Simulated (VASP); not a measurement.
# BN (F-43m) in VASP: a series of runs

BN is run at these levels: PBEsol; tasks: electric field gradients.

All numbers are computed with VASP 6.6.1; they aren't measurements. Logs are shortened: lines on timing, memory, paths and dates and some standing lists are left out, and cuts for length are marked.

## (1) The cell of the first run

The structure is cubic, space group F-43m (No. 216). Conventional cell: a = 3.603 Å, b = 3.603 Å, c = 3.603 Å, α = 90.00°, β = 90.00°, γ = 90.00°. B (site symmetry -43m) has 4 N at 1.56 Å within 2.1 Å. N (site symmetry -43m) has 4 B at 1.56 Å within 2.1 Å.

## (2) Electric field gradients, PBEsol (volume scaled by 0.99)

INCAR

```
PREC = Accurate
ENCUT = 520
EDIFF = 1E-8
ISMEAR = -1
SIGMA = 0.03
LREAL = F
LASPH = T
NELM = 80
ALGO = Normal
ISIF = 2
LWAVE = F
LCHARG = F
GGA = PS
LEFG = T
NBANDS = 11
```

KPOINTS

```
Automatic mesh
0
Gamma
  13 13 13
```

POSCAR

```
BN
1.0
    0.0000000000      1.8014548043      1.8014548043
    1.8014548043      0.0000000000      1.8014548043
    1.8014548043      1.8014548043      0.0000000000
B N
1 1
Direct
    0.0000000000      0.0000000000      0.0000000000
    0.7500000000      0.7500000000      0.7500000000
```

Potentials or basis: VASP PAW PBE potentials, release 64 (B, N).

Command:

```sh
$ cat potpaw_PBE.64/B/POTCAR potpaw_PBE.64/N/POTCAR > POTCAR
$ mpirun -np 1 vasp_std > vasp.out
```

OUTCAR:

```text
PREC = Accurate
   ENCUT = 520
   EDIFF = 1E-8
   ISMEAR = -1
   LREAL = F
   LASPH = T
   NELM = 80
   ISIF = 2
   GGA = PS

 ion  position               nearest neighbor table
   1  0.000  0.000  0.000-   2 1.56   2 1.56   2 1.56   2 1.56
   2  0.750  0.750  0.750-   1 1.56   1 1.56   1 1.56   1 1.56

  LATTYP: Found a face centered cubic cell.
 ALAT       =     3.6029096086

  Lattice vectors:

 A1 = (   0.0000000000,   1.8014548043,   1.8014548043)
 A2 = (   1.8014548043,   0.0000000000,   1.8014548043)
 A3 = (   1.8014548043,   1.8014548043,   0.0000000000)

Analysis of symmetry for initial positions (statically):
=====================================================================
 Subroutine PRICEL returns:
 Original cell was already a primitive cell.

 Routine SETGRP: Setting up the symmetry group for a
 face centered cubic supercell.

 Subroutine GETGRP returns: Found 24 space group operations
 (whereof 24 operations were pure point group operations)
 out of a pool of 48 trial point group operations.

The static configuration has the point symmetry T_d .

Analysis of symmetry for dynamics (positions and initial velocities):
=====================================================================
 Subroutine PRICEL returns:
 Original cell was already a primitive cell.

 Routine SETGRP: Setting up the symmetry group for a
 face centered cubic supercell.

 Subroutine GETGRP returns: Found 24 space group operations
 (whereof 24 operations were pure point group operations)
 out of a pool of 48 trial point group operations.

The dynamic configuration has the point symmetry T_d .

 Subroutine INISYM returns: Found 24 space group operations
 (whereof 24 operations are pure point group operations),
 and found     1 'primitive' translations

----------------------------------------------------------------------------------------

                                     Primitive cell

  volume of cell :      11.6923

  direct lattice vectors                    reciprocal lattice vectors
     0.000000000  1.801454804  1.801454804    -0.277553452  0.277553452  0.277553452
     1.801454804  0.000000000  1.801454804     0.277553452 -0.277553452  0.277553452
     1.801454804  1.801454804  0.000000000     0.277553452  0.277553452 -0.277553452

  length of vectors
     2.547641816  2.547641816  2.547641816     0.480736681  0.480736681  0.480736681

  position of ions in fractional coordinates (direct lattice)
     0.000000000  0.000000000  0.000000000
     0.750000000  0.750000000  0.750000000

  ion indices of the primitive-cell ions
   primitive index   ion index
                 1           1
                 2           2

----------------------------------------------------------------------------------------

 KPOINTS: Automatic mesh

Automatic generation of k-mesh.
 Grid dimensions read from file:
 generate k-points for:   13   13   13

 Generating k-lattice:

  Cartesian coordinates                     Fractional coordinates (reciprocal lattice)
    -0.021350266  0.021350266  0.021350266     0.076923077  0.000000000  0.000000000
     0.021350266 -0.021350266  0.021350266     0.000000000  0.076923077  0.000000000
     0.021350266  0.021350266 -0.021350266     0.000000000  0.000000000  0.076923077

  Length of vectors
     0.036979745  0.036979745  0.036979745

  Shift w.r.t. Gamma in fractional coordinates (k-lattice)
     0.000000000  0.000000000  0.000000000

 Subroutine IBZKPT returns following result:
 ===========================================

 Found     84 irreducible k-points:

 Following reciprocal coordinates:
            Coordinates               Weight
  0.000000  0.000000  0.000000      1.000000
  0.076923  0.000000  0.000000      8.000000
  0.153846  0.000000  0.000000      8.000000
  0.230769  0.000000  0.000000      8.000000
  0.307692  0.000000  0.000000      8.000000
  0.384615  0.000000  0.000000      8.000000
[... 16 lines left out ...]
  0.384615  0.153846  0.000000     24.000000
  0.461538  0.153846  0.000000     24.000000
 [... further k-points ...]
   k-points           NKPTS =     84   k-points in BZ     NKDIM =     84   number of bands    NBANDS=     11
   number of dos      NEDOS =    301   number of ions     NIONS =      2
   total plane-waves  NPLWV =   8000
   dimension x,y,z NGX =    20 NGY =   20 NGZ =   20
   dimension x,y,z NGXF=    40 NGYF=   40 NGZF=   40
   ions per type =               1   1
   NGX,Y,Z   is equivalent  to a cutoff of  13.05, 13.05, 13.05 a.u.
   NGXF,Y,Z  is equivalent  to a cutoff of  26.10, 26.10, 26.10 a.u.
 SYSTEM =  unknown system
   PREC   = accura    normal or accurate (medium, high low for compatibility)
   ISTART =      0    job   : 0-new  1-cont  2-samecut
   ICHARG =      2    charge: 1-file 2-atom 10-const
   ISPIN  =      1    spin polarized calculation?
   LNONCOLLINEAR =      F non collinear calculations
   LSORBIT =      F    spin-orbit coupling
   LASPH  =      T    aspherical Exc in radial PAW
   ENCUT  =  520.0 eV  38.22 Ry    6.18 a.u.   4.74  4.74  4.74*2*pi/ulx,y,z
   NELM   =     80;   NELMIN=  2; NELMDL= -5     # of ELM steps
   EDIFF  = 0.1E-07   stopping-criterion for ELM
   LREAL  =      F    real-space projection
   EDIFFG = 0.1E-06   stopping-criterion for IOM
   NSW    =      0    number of steps for IOM
   IBRION =     -1    ionic relax: 0-MD 1-quasi-New 2-CG
   NFREE  =      0    steps in history (QN), initial steepest desc. (CG)
   ISIF   =      2    stress and relaxation
   ISYM   =      2    0-nonsym 1-usesym 2-fastsym
   POTIM  = 0.5000    time-step for ionic-motion
   TEBEG  =    0.0;   TEEND  =   0.0 temperature during run
   PSTRESS=    0.0 pullay stress
   NELECT =       8.0000    total number of electrons
   NUPDOWN=      -1.0000    fix difference up-down
   EMIN   =  10.00;   EMAX   =-10.00  energy-range for DOS
   EFERMI =   0.00;   METHOD = LEGACY
   ISMEAR =    -1;   SIGMA  =   0.03  broadening in eV -4-tet -1-fermi 0-gaus
   EFERMI_NEDOS =   21; number of points for ismear=-14 and -15
   IALGO  =     38    algorithm
   IMIX   =      4    mixing-type and parameters
     AMIX     =   0.40;   BMIX     =  1.00
     AMIX_MAG =   1.60;   BMIX_MAG =  1.00
  volume/ion in A,a.u.               =       5.85        39.45
  Fermi-wavevector in a.u.,A,eV,Ry     =   1.442574  2.726070 28.313996  2.081020
  Thomas-Fermi vector in A             =   2.561079
   LORBIT       =      0    0 simple, 1 ext, 2 COOP (PROOUT), +10 PAW based schemes
   GGA     = PS    functional components
   LHFCALC =     F    Hartree Fock is set to
   AEXX    =    0.0000 exact exchange contribution
   IVDW    =     0    specifies the selected vdW correction
   LEPSILON=     F    determine dielectric tensor
   LRPA    =     F    only Hartree local field effects (RPA)
 non-spin polarized calculation
  energy-cutoff  :      520.00
  volume of cell :       11.69
 maximum number of plane-waves:       331
   NGX =  9   NGY =  9   NGZ =  9

 number of electron       7.9999999 magnetization

 Free energy of the ion-electron system (eV)
  ---------------------------------------------------
  ext. energy  EPLUGINS =         0.00000000
  ---------------------------------------------------
  free energy    TOTEN  =       -18.34661141 eV

  energy without entropy =      -18.34661141  energy(sigma->0) =      -18.34661141

 E-fermi :   8.1570     XC(G=0): -13.0653

 val. band max:        7.4870822100   @ k =   0.0000   0.0000   0.0000
 cond. band min:      11.8512143314   @ k =   0.4615   0.4615   0.0000
 fundamental gap:      4.3641321214
 Fermi energy:         8.1569841220

 k-point     1 :       0.0000    0.0000    0.0000
  band No.  band energies     occupation
      1     -12.8810      2.00000
      2       7.4871      2.00000
      3       7.4871      2.00000
      4       7.4871      2.00000
      5      16.2959      0.00000
      6      16.2959      0.00000
      7      16.2959      0.00000
      8      17.9172      0.00000
      9      32.1858      0.00000
     10      35.3002      0.00000
     11      35.3002      0.00000

 k-point     2 :       0.0769    0.0000    0.0000
  band No.  band energies     occupation
      1     -12.7348      2.00000
      2       6.6889      2.00000
      3       7.3288      2.00000
      4       7.3288      2.00000
      5      16.4867      0.00000
      6      16.5358      0.00000
      7      16.5358      0.00000
      8      18.4028      0.00000
      9      31.9668      0.00000
     10      33.1411      0.00000
     11      33.1411      0.00000

 k-point     3 :       0.1538    0.0000    0.0000
  band No.  band energies     occupation
      1     -12.3010      2.00000
      2       4.8005      2.00000
      3       6.9334      2.00000
      4       6.9334      2.00000
      5      16.7948      0.00000
      6      17.1123      0.00000
      7      17.1123      0.00000
      8      19.5834      0.00000
      9      31.4110      0.00000
     10      31.5759      0.00000
     11      31.5759      0.00000

 k-point     4 :       0.2308    0.0000    0.0000
  band No.  band energies     occupation
      1     -11.5950      2.00000
      2       2.5169      2.00000
      3       6.4566      2.00000
      4       6.4566      2.00000
      5      17.0973      0.00000
      6      17.7097      0.00000
      7      17.7097      0.00000
      8      20.8284      0.00000
      9      30.8561      0.00000
     10      30.9845      0.00000
     11      30.9845      0.00000
[... 239 lines left out ...]
 k-point    22 :       0.3077    0.1538    0.0000
  band No.  band energies     occupation
      1     -10.8163      2.00000
      2       1.8912      2.00000
      3       4.8891      2.00000
      4       5.3232      2.00000
      5      15.6144      0.00000
      6      19.5241      0.00000
      7      19.9779      0.00000
      8      20.2857      0.00000
      9      26.7489      0.00000
     10      33.8862      0.00000
     11      35.1889      0.00000

 k-point    23 :       0.3846    0.1538    0.0000
  band No.  band energies     occupation
      1      -9.8424      2.00000
      2      -0.1724      2.00000
      3       4.6408      2.00000
      4       4.7447      2.00000
      5      16.0060      0.00000
      6      19.6940      0.00000
      7      20.1626      0.00000
      8      21.0259      0.00000
      9      27.6511      0.00000
     10      33.6830      0.00000
     11      35.5006      0.00000

 k-point    24 :       0.4615    0.1538    0.0000
  band No.  band energies     occupation
      1      -8.8234      2.00000
      2      -1.9233      2.00000
      3       4.1797      2.00000
      4       4.6088      2.00000
      5      16.3112      0.00000
      6      19.6712      0.00000
      7      20.0188      0.00000
      8      22.1763      0.00000
      9      28.2669      0.00000
     10      33.8096      0.00000
     11      35.5356      0.00000

 [... further k-points ...]

------------------------ aborting loop because EDIFF is reached ----------------------------------------

  FORCE on cell =-STRESS in cart. coord.  units (eV):
  Direction    XX          YY          ZZ          XY          YZ          ZX
  --------------------------------------------------------------------------------------
  -------------------------------------------------------------------------------------
  Total        0.1113244      0.1113244      0.1113244      0.0000000     -0.0000000     -0.0000000
  in kB       15.2546059     15.2546059     15.2546059      0.0000000     -0.0000000     -0.0000000
  external PRESSURE =      15.2546059 kB  Pullay stress =       0.0000000 kB

 VOLUME and BASIS-vectors are now :
 -----------------------------------------------------------------------------
  energy-cutoff  :      520.00
  volume of cell :       11.69
      direct lattice vectors                 reciprocal lattice vectors
     0.000000000  1.801454804  1.801454804    -0.277553452  0.277553452  0.277553452
     1.801454804  0.000000000  1.801454804     0.277553452 -0.277553452  0.277553452
     1.801454804  1.801454804  0.000000000     0.277553452  0.277553452 -0.277553452

 POSITION                                       TOTAL-FORCE (eV/Angst)
 -----------------------------------------------------------------------------------
      0.00000      0.00000      0.00000        -0.000000     -0.000000     -0.000000
      2.70218      2.70218      2.70218         0.000000      0.000000      0.000000
 -----------------------------------------------------------------------------------
    total drift:                               -0.000000     -0.000000     -0.000000

  FREE ENERGIE OF THE ION-ELECTRON SYSTEM (eV)
  ---------------------------------------------------
  free  energy   TOTEN  =       -18.3466114122 eV

  energy  without entropy=      -18.3466114122  energy(sigma->0) =      -18.34661141

 Electric field gradients (V/A^2)
---------------------------------------------------------------------
 ion       V_xx      V_yy      V_zz      V_xy      V_xz      V_yz
---------------------------------------------------------------------
   1      -0.000    -0.000     0.000    -0.000    -0.000    -0.000
   2       0.000    -0.000    -0.000    -0.000    -0.000    -0.000
---------------------------------------------------------------------

 Electric field gradients after diagonalization (V/A^2)
 (convention: |V_zz| > |V_xx| > |V_yy|)
----------------------------------------------------------------------
 ion       V_xx      V_yy      V_zz     asymmetry (V_yy - V_xx)/ V_zz
----------------------------------------------------------------------
   1       0.000     0.000    -0.000       0.000
   2       0.000     0.000    -0.001       0.000
----------------------------------------------------------------------

           NMR quadrupolar parameters

 Cq : quadrupolar parameter    Cq=e*Q*V_zz/h
 eta: asymmetry parameters     (V_yy - V_xx)/ V_zz
 Q  : nuclear electric quadrupole moment in mb (millibarn)
----------------------------------------------------------------------
 ion       Cq(MHz)       eta       Q (mb)
----------------------------------------------------------------------
   1      -0.000       0.000       1.000
   2      -0.000       0.000       1.000
----------------------------------------------------------------------
```

It took 8.4 s on 1 thread of Intel Xeon 6975P-C (Granite Rapids), shared host; peak memory 0.12 GiB.

What came out:

| Quantity | Value |
| --- | --- |
| Free energy | -18.3466 eV |
| Pressure | 1.5 GPa |
| Band gap on the k mesh | 4.36 eV, indirect (least direct gap 8.81 eV) |

Levels at points of the mesh, in eV from the valence-band top:
```csv
k point,band 1,band 2,band 3,band 4,band 5,band 6,band 7,band 8,band 9
"(0.00, 0.00, 0.00)",-20.37,0.00,0.00,0.00,8.81,8.81,8.81,10.43,24.70
```

Caveat: without QUAD_EFG the Cq values of the log hold for a quadrupole moment of 1 mb, not for the nuclei; the PAW data sets were made with another functional, which shifts forces and pressure a little. A k mesh can miss the band edges.

(Part 1 of 2 ends here.)
